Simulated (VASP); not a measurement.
# Zn (Im-3m) in VASP: further runs

Zn is run at these levels: r2SCAN; tasks: single point.

Everything below comes from runs of VASP 6.6.1. Logs are shortened: lines on timing, memory, paths and dates and some standing lists are left out, and cuts for length are marked.

### 1 The cell of the first run

The structure is cubic, space group Im-3m (No. 229). Conventional cell: a = 2.804 Å, b = 2.804 Å, c = 2.804 Å, α = 90.00°, β = 90.00°, γ = 90.00°. Zn (site symmetry m-3m) has 14 Zn at 2.43 to 2.80 Å within 3.2 Å.

This isn't the form of Zn at room conditions, which is hcp.

### 2 Single point, r2SCAN

POSCAR reads:

```
Zn
1.0
   -1.4017600384      1.4017600384      1.4017600384
    1.4017600384     -1.4017600384      1.4017600384
    1.4017600384      1.4017600384     -1.4017600384
Zn
1
Direct
    0.0000000000      0.0000000000      0.0000000000
```

INCAR.step1 reads:

```
PREC     = Accurate       # precision mode
ENCUT    = 550            # plane-wave cutoff, eV
ISMEAR   = -1             # smearing method
SIGMA    = 0.1            # smearing width, eV
LREAL    = False          # projectors in reciprocal space
LASPH    = True           # aspherical terms in the spheres
NELM     = 120            # most SCF steps
NBANDS   = 12             # bands
GGA      = PE             # functional
ALGO     = Normal         # electronic algorithm
EDIFF    = 1E-5           # SCF threshold, eV
LWAVE    = True           # write WAVECAR
LCHARG   = False          # write CHGCAR
GGA_COMPAT= False
```

INCAR.step2 reads:

```
PREC     = Accurate       # precision mode
ENCUT    = 550            # plane-wave cutoff, eV
EDIFF    = 1E-6           # SCF threshold, eV
ISMEAR   = -1             # smearing method
SIGMA    = 0.1            # smearing width, eV
LREAL    = False          # projectors in reciprocal space
LASPH    = True           # aspherical terms in the spheres
NELM     = 120            # most SCF steps
ALGO     = Normal         # electronic algorithm
ISIF     = 2              # what is computed and relaxed
LWAVE    = False          # write WAVECAR
LCHARG   = False          # write CHGCAR
METAGGA  = R2SCAN         # meta-GGA
LMIXTAU  = True         
NBANDS   = 12             # bands
ISTART   = 1            
GGA_COMPAT= False
```

KPOINTS reads:

```
Automatic mesh
0
Gamma
  19 19 19
```

Potentials or basis: VASP PAW PBE potentials, release 64 (Zn).

On the command line:

```
> cat potpaw_PBE.64/Zn/POTCAR > POTCAR
> cp INCAR.step1 INCAR
> mpirun -np 1 vasp_std > vasp.out
> cp INCAR.step2 INCAR
> mpirun -np 1 vasp_std > vasp.out
```

OUTCAR:

```text
PREC = Accurate
   ENCUT = 550
   EDIFF = 1E-6
   ISMEAR = -1
   LREAL = False
   LASPH = True
   NELM = 120
   ISIF = 2
   METAGGA = R2SCAN
   ISTART = 1

 ion  position               nearest neighbor table
   1  0.000  0.000  0.000-

  LATTYP: Found a body centered cubic cell.
 ALAT       =     2.8035200768

  Lattice vectors:

 A1 = (  -1.4017600384,   1.4017600384,   1.4017600384)
 A2 = (   1.4017600384,  -1.4017600384,   1.4017600384)
 A3 = (   1.4017600384,   1.4017600384,  -1.4017600384)

Analysis of symmetry for initial positions (statically):
=====================================================================
 Subroutine PRICEL returns:
 Original cell was already a primitive cell.

 Routine SETGRP: Setting up the symmetry group for a
 body centered cubic supercell.

 Subroutine GETGRP returns: Found 48 space group operations
 (whereof 48 operations were pure point group operations)
 out of a pool of 48 trial point group operations.

The static configuration has the point symmetry O_h .

Analysis of symmetry for dynamics (positions and initial velocities):
=====================================================================
 Subroutine PRICEL returns:
 Original cell was already a primitive cell.

 Routine SETGRP: Setting up the symmetry group for a
 body centered cubic supercell.

 Subroutine GETGRP returns: Found 48 space group operations
 (whereof 48 operations were pure point group operations)
 out of a pool of 48 trial point group operations.

The dynamic configuration has the point symmetry O_h .

 Subroutine INISYM returns: Found 48 space group operations
 (whereof 48 operations are pure point group operations),
 and found     1 'primitive' translations

----------------------------------------------------------------------------------------

                                     Primitive cell

  volume of cell :      11.0174

  direct lattice vectors                    reciprocal lattice vectors
    -1.401760038  1.401760038  1.401760038     0.000000000  0.356694432  0.356694432
     1.401760038 -1.401760038  1.401760038     0.356694432  0.000000000  0.356694432
     1.401760038  1.401760038 -1.401760038     0.356694432  0.356694432  0.000000000

  length of vectors
     2.427919607  2.427919607  2.427919607     0.504442103  0.504442103  0.504442103

  position of ions in fractional coordinates (direct lattice)
     0.000000000  0.000000000  0.000000000

  ion indices of the primitive-cell ions
   primitive index   ion index
                 1           1

----------------------------------------------------------------------------------------

 KPOINTS: Automatic mesh

Automatic generation of k-mesh.
 Grid dimensions read from file:
 generate k-points for:   19   19   19

 Generating k-lattice:

  Cartesian coordinates                     Fractional coordinates (reciprocal lattice)
     0.000000000  0.018773391  0.018773391     0.052631579  0.000000000  0.000000000
     0.018773391  0.000000000  0.018773391     0.000000000  0.052631579  0.000000000
     0.018773391  0.018773391  0.000000000     0.000000000  0.000000000  0.052631579

  Length of vectors
     0.026549584  0.026549584  0.026549584

  Shift w.r.t. Gamma in fractional coordinates (k-lattice)
     0.000000000  0.000000000  0.000000000

 Subroutine IBZKPT returns following result:
 ===========================================

 Found    220 irreducible k-points:

 Following reciprocal coordinates:
            Coordinates               Weight
  0.000000  0.000000  0.000000      1.000000
  0.052632  0.000000  0.000000     12.000000
  0.105263  0.000000  0.000000     12.000000
  0.157895  0.000000  0.000000     12.000000
  0.210526  0.000000  0.000000     12.000000
  0.263158  0.000000  0.000000     12.000000
[... 16 lines left out ...]
  0.263158  0.105263  0.000000     48.000000
  0.315789  0.105263  0.000000     48.000000
 [... further k-points ...]
   k-points           NKPTS =    220   k-points in BZ     NKDIM =    220   number of bands    NBANDS=     12
   number of dos      NEDOS =    301   number of ions     NIONS =      1
   total plane-waves  NPLWV =   8000
   dimension x,y,z NGX =    20 NGY =   20 NGZ =   20
   dimension x,y,z NGXF=    40 NGYF=   40 NGZF=   40
   ions per type =               1
   NGX,Y,Z   is equivalent  to a cutoff of  13.69, 13.69, 13.69 a.u.
   NGXF,Y,Z  is equivalent  to a cutoff of  27.39, 27.39, 27.39 a.u.
 SYSTEM =  unknown system
   PREC   = accura    normal or accurate (medium, high low for compatibility)
   ISTART =      1    job   : 0-new  1-cont  2-samecut
   ICHARG =      0    charge: 1-file 2-atom 10-const
   ISPIN  =      1    spin polarized calculation?
   LNONCOLLINEAR =      F non collinear calculations
   LSORBIT =      F    spin-orbit coupling
   LASPH  =      T    aspherical Exc in radial PAW
   ENCUT  =  550.0 eV  40.42 Ry    6.36 a.u.   4.64  4.64  4.64*2*pi/ulx,y,z
   NELM   =    120;   NELMIN=  2; NELMDL=  0     # of ELM steps
   EDIFF  = 0.1E-05   stopping-criterion for ELM
   LREAL  =      F    real-space projection
   EDIFFG = 0.1E-04   stopping-criterion for IOM
   NSW    =      0    number of steps for IOM
   IBRION =     -1    ionic relax: 0-MD 1-quasi-New 2-CG
   NFREE  =      0    steps in history (QN), initial steepest desc. (CG)
   ISIF   =      2    stress and relaxation
   ISYM   =      2    0-nonsym 1-usesym 2-fastsym
   POTIM  = 0.5000    time-step for ionic-motion
   TEBEG  =    0.0;   TEEND  =   0.0 temperature during run
   PSTRESS=    0.0 pullay stress
   NELECT =      12.0000    total number of electrons
   NUPDOWN=      -1.0000    fix difference up-down
   EMIN   =  10.00;   EMAX   =-10.00  energy-range for DOS
   EFERMI =   0.00;   METHOD = LEGACY
   ISMEAR =    -1;   SIGMA  =   0.10  broadening in eV -4-tet -1-fermi 0-gaus
   EFERMI_NEDOS =   21; number of points for ismear=-14 and -15
   IALGO  =     38    algorithm
   IMIX   =      4    mixing-type and parameters
     AMIX     =   0.40;   BMIX     =  1.00
     AMIX_MAG =   1.60;   BMIX_MAG =  1.00
  volume/ion in A,a.u.               =      11.02        74.35
  Fermi-wavevector in a.u.,A,eV,Ry     =   1.684386  3.183028 38.601845  2.837156
  Thomas-Fermi vector in A             =   2.767417
   LORBIT       =      0    0 simple, 1 ext, 2 COOP (PROOUT), +10 PAW based schemes
   METAGGA = R2SCAN    functional components
   LHFCALC =     F    Hartree Fock is set to
   AEXX    =    0.0000 exact exchange contribution
   IVDW    =     0    specifies the selected vdW correction
   LEPSILON=     F    determine dielectric tensor
   LRPA    =     F    only Hartree local field effects (RPA)
 non-spin polarized calculation
  energy-cutoff  :      550.00
  volume of cell :       11.02
 maximum number of plane-waves:       335
   NGX =  9   NGY =  9   NGZ =  9

 number of electron      12.0000017 magnetization

 Free energy of the ion-electron system (eV)
  ---------------------------------------------------
  ext. energy  EPLUGINS =         0.00000000
  ---------------------------------------------------
  free energy    TOTEN  =        -8.42285119 eV

  energy without entropy =       -8.41418245  energy(sigma->0) =       -8.41851682

 E-fermi :   6.3126     XC(G=0): -14.7585

 val. band max:        6.2835791037   @ k =  -0.4211  -0.4211   0.0526
 cond. band min:       6.3491534892   @ k =  -0.4211  -0.4737   0.0526
 fundamental gap:      0.0655743854
 Fermi energy:         6.3126146484

 k-point     1 :       0.0000    0.0000    0.0000
  band No.  band energies     occupation
      1      -8.2060      2.00000
      2      -3.4943      2.00000
      3      -3.4943      2.00000
      4      -3.4943      2.00000
      5      -2.6025      2.00000
      6      -2.6025      2.00000
      7      30.6746      0.00000
      8      30.6746      0.00000
      9      30.6746      0.00000
     10      32.7295      0.00000
     11      32.7295      0.00000
     12      32.7295      0.00000

 k-point     2 :       0.0526    0.0000    0.0000
  band No.  band energies     occupation
      1      -8.0900      2.00000
      2      -3.5107      2.00000
      3      -3.4928      2.00000
      4      -3.4573      2.00000
      5      -2.6183      2.00000
      6      -2.6013      2.00000
      7      28.7332      0.00000
      8      30.1009      0.00000
      9      30.1253      0.00000
     10      31.2178      0.00000
     11      31.6548      0.00000
     12      32.0343      0.00000

 k-point     3 :       0.1053    0.0000    0.0000
  band No.  band energies     occupation
      1      -7.7464      2.00000
      2      -3.5581      2.00000
      3      -3.4897      2.00000
      4      -3.3493      2.00000
      5      -2.6585      2.00000
      6      -2.5977      2.00000
      7      25.4064      0.00000
      8      28.6236      0.00000
      9      29.0385      0.00000
     10      29.2619      0.00000
     11      30.8105      0.00000
     12      32.1451      0.00000
[... 286 lines left out ...]
 k-point    23 :       0.2632    0.1053    0.0000
  band No.  band energies     occupation
      1      -4.9107      2.00000
      2      -3.8870      2.00000
      3      -3.2351      2.00000
      4      -2.7433      2.00000
      5      -2.5093      2.00000
      6      -1.8009      2.00000
      7      13.0580      0.00000
      8      19.0100      0.00000
      9      22.6892      0.00000
     10      27.9448      0.00000
     11      31.8997      0.00000
     12      34.2781      0.00000

 k-point    24 :       0.3158    0.1053    0.0000
  band No.  band energies     occupation
      1      -4.7316      2.00000
      2      -3.9647      2.00000
      3      -2.9054      2.00000
      4      -2.6892      2.00000
      5      -2.4331      2.00000
      6      -0.8334      2.00000
      7      10.3635      0.00000
      8      18.2884      0.00000
      9      21.9093      0.00000
     10      27.5048      0.00000
     11      31.6559      0.00000
     12      35.4483      0.00000

 [... further k-points ...]
[... 5 lines left out ...]
  --------------------------------------------------------------------------------------
  -------------------------------------------------------------------------------------
  Total        3.1652563      3.1652563      3.1652563     -0.0000000      0.0000000     -0.0000000
  in kB      460.2973226    460.2973226    460.2973226     -0.0000000      0.0000000     -0.0000000
  external PRESSURE =     460.2973226 kB  Pullay stress =       0.0000000 kB

 VOLUME and BASIS-vectors are now :
 -----------------------------------------------------------------------------
  energy-cutoff  :      550.00
  volume of cell :       11.02
      direct lattice vectors                 reciprocal lattice vectors
    -1.401760038  1.401760038  1.401760038     0.000000000  0.356694432  0.356694432
     1.401760038 -1.401760038  1.401760038     0.356694432  0.000000000  0.356694432
     1.401760038  1.401760038 -1.401760038     0.356694432  0.356694432  0.000000000

 POSITION                                       TOTAL-FORCE (eV/Angst)
 -----------------------------------------------------------------------------------
      0.00000      0.00000      0.00000         0.000000     -0.000000     -0.000000
 -----------------------------------------------------------------------------------
    total drift:                                0.000000     -0.000000      0.000000

  FREE ENERGIE OF THE ION-ELECTRON SYSTEM (eV)
  ---------------------------------------------------
  free  energy   TOTEN  =        -8.4228511851 eV

  energy  without entropy=       -8.4141824541  energy(sigma->0) =       -8.41851682
```

Run time: 63 s. Hardware: 1 thread of Intel Xeon Platinum 8559C (Emerald Rapids), shared host; peak memory 0.15 GiB.

The run converged, but its numbers aren't listed here, since they failed a check.

Caveat: the cell stands under pressure; the PAW data sets were made with another functional, which shifts forces and pressure a little.

(Part 1 of 2 ends here.)
